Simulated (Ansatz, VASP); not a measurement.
## Sc in VASP and in Ansatz

INCAR

```
SYSTEM = Sc
  PREC = Accurate
  ENCUT = 500
  EDIFF = 1E-6
  ISMEAR = 0
  SIGMA = 0.1
  LREAL = .FALSE.
  LASPH = .TRUE.
  NELM = 120
  ALGO = Normal
  ISIF = 2
  LWAVE = .FALSE.
  LCHARG = .FALSE.
  GGA = PE
  NBANDS = 12
  GGA_COMPAT = .FALSE.
```

File KPOINTS:

```
regular mesh
0
G
  14 14 14
  0 0 0
```

POSCAR

```
Sc
1.0
   -2.0564449554      2.0564449554      2.0564449554
    2.0564449554     -2.0564449554      2.0564449554
    2.0564449554      2.0564449554     -2.0564449554
Sc
1
Direct
    0.0000000000      0.0000000000      0.0000000000
```

Input for Ansatz:

```yaml
crystal:
  lattice:
    - [-2.0564449554, 2.0564449554, 2.0564449554]
    - [2.0564449554, -2.0564449554, 2.0564449554]
    - [2.0564449554, 2.0564449554, -2.0564449554]
  atoms:
    - { symbol: Sc, position: [0.0, 0.0, 0.0] }
basis:
  ecutwfc: 420
kpoints:
  mp_grid: { grid: [14, 14, 14] }
hamiltonian:
  xc: pbe
scf:
  occupations: { method: gaussian, width: 0.1 }
output:
  forces: true
  stress: true
  eigenvalues: true
```

Alike in both runs: task single point; functional PBE; k mesh 14 × 14 × 14; occupations gaussian, width 0.1 eV; no spin polarisation.

|  | VASP | Ansatz |
| --- | --- | --- |
| version | VASP 6.6.1 | Ansatz 0.2.0 |
| potentials or method | VASP PAW PBE potentials, release 64 (Sc_sv), cutoff 500 eV | scalar-relativistic, plane waves, PAW |
| valence electrons in the cell | 11 | 11 |

```tsv
	VASP	Ansatz	Ansatz less VASP
gap on the k mesh at the Fermi level (eV)	none	none	-
pressure (GPa)	-10.0	-10.0	+0.04
```

A gap of «none» marks a metal or a gap that the smearing closes.
